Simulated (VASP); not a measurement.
# AgCl (Fm-3m) in VASP: further runs

AgCl is run at these levels: PBEsol; tasks: single point, relaxation of cell and atoms.

Everything below comes from runs of VASP 6.6.1. Logs are shortened: lines on timing, memory, paths and dates and some standing lists are left out, and cuts for length are marked.

## (1) The cell of the first run

Symmetry: Fm-3m, No. 225, cubic system. Conventional cell: a = 5.447 Å, b = 5.447 Å, c = 5.447 Å, α = 90.00°, β = 90.00°, γ = 90.00°. Ag (site symmetry m-3m) has 6 Cl at 2.72 Å within 3.6 Å. Within 3.6 Å of Cl (site symmetry m-3m) lie 6 Ag at 2.72 Å.

## (2) Single point, PBEsol

Input file INCAR:

```
SYSTEM = AgCl
PREC = Accurate ; ENCUT = 520
EDIFF = 1E-6 ; ISMEAR = 0
SIGMA = 0.01 ; LREAL = .False.
LASPH = .True. ; NELM = 60
ALGO = Normal ; ISIF = 2
LWAVE = .False. ; LCHARG = .True.
GGA = PS ; LELF = .True.
LVHAR = .True. ; NBANDS = 16
```

Input file KPOINTS:

```
Automatic mesh
0
Gamma
  8 8 8
  0 0 0
```

Input file POSCAR:

```
AgCl
1.0
    0.0000000000      2.7237193930      2.7237193930
    2.7237193930      0.0000000000      2.7237193930
    2.7237193930      2.7237193930      0.0000000000
Ag Cl
1 1
Direct
    0.5000000000      0.5000000000      0.5000000000
    0.0000000000      0.0000000000      0.0000000000
```

Potentials or basis: VASP PAW PBE potentials, release 64 (Ag, Cl).

Run with:

```
cat potpaw_PBE.64/Ag/POTCAR potpaw_PBE.64/Cl/POTCAR > POTCAR
mpirun -np 1 vasp_std > vasp.out
```

OUTCAR:

```text
SYSTEM = AgCl
   PREC = Accurate
   ENCUT = 520
   EDIFF = 1E-6
   ISMEAR = 0
   LREAL = .False.
   LASPH = .True.
   NELM = 60
   ISIF = 2
   GGA = PS

 ion  position               nearest neighbor table
   1  0.500  0.500  0.500-   2 2.72   2 2.72   2 2.72   2 2.72   2 2.72   2 2.72
   2  0.000  0.000  0.000-   1 2.72   1 2.72   1 2.72   1 2.72   1 2.72   1 2.72

  LATTYP: Found a face centered cubic cell.
 ALAT       =     5.4474387860

  Lattice vectors:

 A1 = (   0.0000000000,   2.7237193930,   2.7237193930)
 A2 = (   2.7237193930,   0.0000000000,   2.7237193930)
 A3 = (   2.7237193930,   2.7237193930,   0.0000000000)

Analysis of symmetry for initial positions (statically):
=====================================================================
 Subroutine PRICEL returns:
 Original cell was already a primitive cell.

 Routine SETGRP: Setting up the symmetry group for a
 face centered cubic supercell.

 Subroutine GETGRP returns: Found 48 space group operations
 (whereof 48 operations were pure point group operations)
 out of a pool of 48 trial point group operations.

The static configuration has the point symmetry O_h .

Analysis of symmetry for dynamics (positions and initial velocities):
=====================================================================
 Subroutine PRICEL returns:
 Original cell was already a primitive cell.

 Routine SETGRP: Setting up the symmetry group for a
 face centered cubic supercell.

 Subroutine GETGRP returns: Found 48 space group operations
 (whereof 48 operations were pure point group operations)
 out of a pool of 48 trial point group operations.

The dynamic configuration has the point symmetry O_h .

 Subroutine INISYM returns: Found 48 space group operations
 (whereof 48 operations are pure point group operations),
 and found     1 'primitive' translations

----------------------------------------------------------------------------------------

                                     Primitive cell

  volume of cell :      40.4126

  direct lattice vectors                    reciprocal lattice vectors
     0.000000000  2.723719393  2.723719393    -0.183572508  0.183572508  0.183572508
     2.723719393  0.000000000  2.723719393     0.183572508 -0.183572508  0.183572508
     2.723719393  2.723719393  0.000000000     0.183572508  0.183572508 -0.183572508

  length of vectors
     3.851920906  3.851920906  3.851920906     0.317956911  0.317956911  0.317956911

  position of ions in fractional coordinates (direct lattice)
     0.500000000  0.500000000  0.500000000
     0.000000000  0.000000000  0.000000000

  ion indices of the primitive-cell ions
   primitive index   ion index
                 1           1
                 2           2

----------------------------------------------------------------------------------------

 KPOINTS: Automatic mesh

Automatic generation of k-mesh.
 Grid dimensions read from file:
 generate k-points for:    8    8    8

 Generating k-lattice:

  Cartesian coordinates                     Fractional coordinates (reciprocal lattice)
    -0.022946563  0.022946563  0.022946563     0.125000000  0.000000000  0.000000000
     0.022946563 -0.022946563  0.022946563     0.000000000  0.125000000  0.000000000
     0.022946563  0.022946563 -0.022946563     0.000000000  0.000000000  0.125000000

  Length of vectors
     0.039744614  0.039744614  0.039744614

  Shift w.r.t. Gamma in fractional coordinates (k-lattice)
     0.000000000  0.000000000  0.000000000

 Subroutine IBZKPT returns following result:
 ===========================================

 Found     29 irreducible k-points:

 Following reciprocal coordinates:
            Coordinates               Weight
  0.000000  0.000000  0.000000      1.000000
  0.125000  0.000000  0.000000      8.000000
  0.250000  0.000000  0.000000      8.000000
  0.375000  0.000000  0.000000      8.000000
  0.500000  0.000000  0.000000      4.000000
  0.125000  0.125000  0.000000      6.000000
[... 16 lines left out ...]
  0.500000  0.250000  0.125000     48.000000
 -0.375000  0.250000  0.125000     24.000000
 [... further k-points ...]
   k-points           NKPTS =     29   k-points in BZ     NKDIM =     29   number of bands    NBANDS=     16
   number of dos      NEDOS =    301   number of ions     NIONS =      2
   total plane-waves  NPLWV =  27000
   dimension x,y,z NGX =    30 NGY =   30 NGZ =   30
   dimension x,y,z NGXF=    60 NGYF=   60 NGZF=   60
   ions per type =               1   1
   NGX,Y,Z   is equivalent  to a cutoff of  12.95, 12.95, 12.95 a.u.
   NGXF,Y,Z  is equivalent  to a cutoff of  25.90, 25.90, 25.90 a.u.
 SYSTEM =  AgCl
   PREC   = accura    normal or accurate (medium, high low for compatibility)
   ISTART =      0    job   : 0-new  1-cont  2-samecut
   ICHARG =      2    charge: 1-file 2-atom 10-const
   ISPIN  =      1    spin polarized calculation?
   LNONCOLLINEAR =      F non collinear calculations
   LSORBIT =      F    spin-orbit coupling
   LASPH  =      T    aspherical Exc in radial PAW
   ENCUT  =  520.0 eV  38.22 Ry    6.18 a.u.   7.16  7.16  7.16*2*pi/ulx,y,z
   NELM   =     60;   NELMIN=  2; NELMDL= -5     # of ELM steps
   EDIFF  = 0.1E-05   stopping-criterion for ELM
   LREAL  =      F    real-space projection
   EDIFFG = 0.1E-04   stopping-criterion for IOM
   NSW    =      0    number of steps for IOM
   IBRION =     -1    ionic relax: 0-MD 1-quasi-New 2-CG
   NFREE  =      0    steps in history (QN), initial steepest desc. (CG)
   ISIF   =      2    stress and relaxation
   ISYM   =      2    0-nonsym 1-usesym 2-fastsym
   POTIM  = 0.5000    time-step for ionic-motion
   TEBEG  =    0.0;   TEEND  =   0.0 temperature during run
   PSTRESS=    0.0 pullay stress
   NELECT =      18.0000    total number of electrons
   NUPDOWN=      -1.0000    fix difference up-down
   EMIN   =  10.00;   EMAX   =-10.00  energy-range for DOS
   EFERMI =   0.00;   METHOD = LEGACY
   ISMEAR =     0;   SIGMA  =   0.01  broadening in eV -4-tet -1-fermi 0-gaus
   EFERMI_NEDOS =   21; number of points for ismear=-14 and -15
   IALGO  =     38    algorithm
   IMIX   =      4    mixing-type and parameters
     AMIX     =   0.40;   BMIX     =  1.00
     AMIX_MAG =   1.60;   BMIX_MAG =  1.00
  volume/ion in A,a.u.               =      20.21       136.36
  Fermi-wavevector in a.u.,A,eV,Ry     =   1.250240  2.362611 21.267259  1.563099
  Thomas-Fermi vector in A             =   2.384243
   LORBIT       =      0    0 simple, 1 ext, 2 COOP (PROOUT), +10 PAW based schemes
   GGA     = PS    functional components
   LHFCALC =     F    Hartree Fock is set to
   AEXX    =    0.0000 exact exchange contribution
   IVDW    =     0    specifies the selected vdW correction
   LEPSILON=     F    determine dielectric tensor
   LRPA    =     F    only Hartree local field effects (RPA)
 non-spin polarized calculation
 Gauss-broadening in eV      SIGMA  =   0.01
  energy-cutoff  :      520.00
  volume of cell :       40.41
 maximum number of plane-waves:      1106
 NGX is ok and might be reduce to    30
   NGX = 15   NGY = 15   NGZ = 15

 number of electron      18.0000001 magnetization

 Free energy of the ion-electron system (eV)
  ---------------------------------------------------
  ext. energy  EPLUGINS =         0.00000000
  ---------------------------------------------------
  free energy    TOTEN  =        -6.06105716 eV

  energy without entropy =       -6.06105716  energy(sigma->0) =       -6.06105716

 E-fermi :   4.4966     XC(G=0): -10.4999

 val. band max:        4.4180626261   @ k =   0.5000   0.0000   0.0000
 cond. band min:       5.1401748088   @ k =   0.0000   0.0000   0.0000
 fundamental gap:      0.7221121828
 Fermi energy:         4.4966435426

 k-point     1 :       0.0000    0.0000    0.0000
  band No.  band energies     occupation
      1     -11.1010      2.00000
      2       1.7085      2.00000
      3       1.7085      2.00000
      4       1.7085      2.00000
      5       1.7516      2.00000
      6       1.7516      2.00000
[... 8 lines left out ...]
     15      17.8991      0.00000
     16      17.8991      0.00000

 k-point     2 :       0.1250    0.0000    0.0000
  band No.  band energies     occupation
      1     -11.0298      2.00000
      2       0.9329      2.00000
      3       1.0083      2.00000
      4       1.0083      2.00000
      5       1.7717      2.00000
      6       1.7717      2.00000
[... 8 lines left out ...]
     15      16.4623      0.00000
     16      17.0446      0.00000

 k-point     3 :       0.2500    0.0000    0.0000
  band No.  band energies     occupation
      1     -10.8495      2.00000
      2      -0.1965      2.00000
      3       0.3864      2.00000
      4       0.3864      2.00000
      5       1.9188      2.00000
      6       1.9188      2.00000
[... 8 lines left out ...]
     15      16.6328      0.00000
     16      16.9863      0.00000

 k-point     4 :       0.3750    0.0000    0.0000
  band No.  band energies     occupation
      1     -10.6556      2.00000
      2      -1.0516      2.00000
      3      -0.0087      2.00000
      4      -0.0087      2.00000
      5       2.0730      2.00000
      6       2.0730      2.00000
[... 8 lines left out ...]
     15      17.4892      0.00000
     16      17.4892      0.00000

 k-point     5 :       0.5000    0.0000    0.0000
  band No.  band energies     occupation
      1     -10.5706      2.00000
      2      -1.3673      2.00000
      3      -0.1439      2.00000
      4      -0.1439      2.00000
      5       2.1391      2.00000
      6       2.1391      2.00000
[... 8 lines left out ...]
     15      18.0729      0.00000
     16      18.0729      0.00000

 k-point     6 :       0.1250    0.1250    0.0000
  band No.  band energies     occupation
      1     -11.0088      2.00000
      2       0.4156      2.00000
      3       1.3134      2.00000
      4       1.3134      2.00000
      5       1.6501      2.00000
      6       1.7832      2.00000
[... 8 lines left out ...]
     15      18.2103      0.00000
     16      18.4386      0.00000

 k-point     7 :       0.2500    0.1250    0.0000
  band No.  band energies     occupation
      1     -10.8717      2.00000
      2      -0.2125      2.00000
      3       0.7052      2.00000
      4       0.7910      2.00000
      5       1.7291      2.00000
      6       1.9380      2.00000
[... 8 lines left out ...]
     15      17.8964      0.00000
     16      18.4524      0.00000

 k-point     8 :       0.3750    0.1250    0.0000
  band No.  band energies     occupation
      1     -10.6890      2.00000
      2      -0.7998      2.00000
      3       0.0842      2.00000
      4       0.2630      2.00000
      5       1.8994      2.00000
      6       2.1002      2.00000
[... 8 lines left out ...]
     15      18.2110      0.00000
     16      18.3756      0.00000

 k-point     9 :       0.5000    0.1250    0.0000
  band No.  band energies     occupation
      1     -10.5693      2.00000
      2      -1.1755      2.00000
      3      -0.1364      2.00000
      4      -0.0465      2.00000
      5       2.0666      2.00000
      6       2.1556      2.00000
[... 8 lines left out ...]
     15      18.2421      0.00000
     16      19.0476      0.00000
[... 172 lines left out ...]
 k-point    19 :       0.5000    0.3750    0.0000
  band No.  band energies     occupation
      1     -10.5602      2.00000
      2      -0.4385      2.00000
      3       0.4911      2.00000
      4       0.6847      2.00000
      5       1.5998      2.00000
      6       2.2234      2.00000
[... 8 lines left out ...]
     15      19.2897      0.00000
     16      19.9101      0.00000

 k-point    20 :      -0.3750    0.3750    0.0000
  band No.  band energies     occupation
      1     -10.5267      2.00000
      2      -0.2457      2.00000
      3      -0.2191      2.00000
      4       0.2581      2.00000
      5       1.8621      2.00000
      6       2.2083      2.00000
[... 8 lines left out ...]
     15      18.0378      0.00000
     16      20.4723      0.00000

 k-point    21 :       0.5000    0.5000    0.0000
  band No.  band energies     occupation
      1     -10.5577      2.00000
      2      -0.3846      2.00000
      3       1.0338      2.00000
      4       1.0338      2.00000
      5       1.3181      2.00000
      6       1.9711      2.00000
[... 8 lines left out ...]
     15      19.5919      0.00000
     16      19.5919      0.00000

 k-point    22 :       0.3750    0.2500    0.1250
  band No.  band energies     occupation
      1     -10.7398      2.00000
      2      -0.6034      2.00000
      3       0.2964      2.00000
      4       0.6681      2.00000
      5       1.8152      2.00000
      6       2.0509      2.00000
[... 8 lines left out ...]
     15      18.5849      0.00000
     16      19.9057      0.00000

 k-point    23 :       0.5000    0.2500    0.1250
  band No.  band energies     occupation
      1     -10.6018      2.00000
      2      -0.8420      2.00000
      3      -0.0215      2.00000
      4       0.2352      2.00000
      5       1.9557      2.00000
      6       2.1472      2.00000
[... 8 lines left out ...]
     15      18.8033      0.00000
     16      19.6996      0.00000

 k-point    24 :      -0.3750    0.2500    0.1250
  band No.  band energies     occupation
      1     -10.5427      2.00000
      2      -0.9174      2.00000
      3      -0.0893      2.00000
      4      -0.0227      2.00000
      5       2.0624      2.00000
      6       2.1394      2.00000
[... 8 lines left out ...]
     15      17.9646      0.00000
     16      19.4601      0.00000

 [... further k-points ...]

------------------------ aborting loop because EDIFF is reached ----------------------------------------

  FORCE on cell =-STRESS in cart. coord.  units (eV):
  Direction    XX          YY          ZZ          XY          YZ          ZX
  --------------------------------------------------------------------------------------
  -------------------------------------------------------------------------------------
  Total       -0.0249753     -0.0249753     -0.0249753     -0.0000000     -0.0000000     -0.0000000
  in kB       -0.9901572     -0.9901572     -0.9901572     -0.0000000     -0.0000000     -0.0000000
  external PRESSURE =      -0.9901572 kB  Pullay stress =       0.0000000 kB

 VOLUME and BASIS-vectors are now :
 -----------------------------------------------------------------------------
  energy-cutoff  :      520.00
  volume of cell :       40.41
      direct lattice vectors                 reciprocal lattice vectors
     0.000000000  2.723719393  2.723719393    -0.183572508  0.183572508  0.183572508
     2.723719393  0.000000000  2.723719393     0.183572508 -0.183572508  0.183572508
     2.723719393  2.723719393  0.000000000     0.183572508  0.183572508 -0.183572508

 POSITION                                       TOTAL-FORCE (eV/Angst)
 -----------------------------------------------------------------------------------
      2.72372      2.72372      2.72372        -0.000000     -0.000000      0.000000
      0.00000      0.00000      0.00000         0.000000      0.000000      0.000000
 -----------------------------------------------------------------------------------
    total drift:                                0.000000      0.000000      0.000000

  FREE ENERGIE OF THE ION-ELECTRON SYSTEM (eV)
  ---------------------------------------------------
  free  energy   TOTEN  =        -6.0610571590 eV

  energy  without entropy=       -6.0610571590  energy(sigma->0) =       -6.06105716
```

Run time: 8.3 s. Hardware: 1 thread of AMD EPYC 9R45 (Zen 5), shared host; peak memory 0.14 GiB.

Results:

```yaml
Free_energy: -6.0611 eV
Pressure: -0.1 GPa
Band_gap_on_the_k_mesh: 0.72 eV, indirect (least direct gap 3.22 eV)
```

Caveat: the PAW data sets were made with another functional, which shifts forces and pressure a little. A k mesh can miss the band edges.

(Continued in part 2 of 2.)
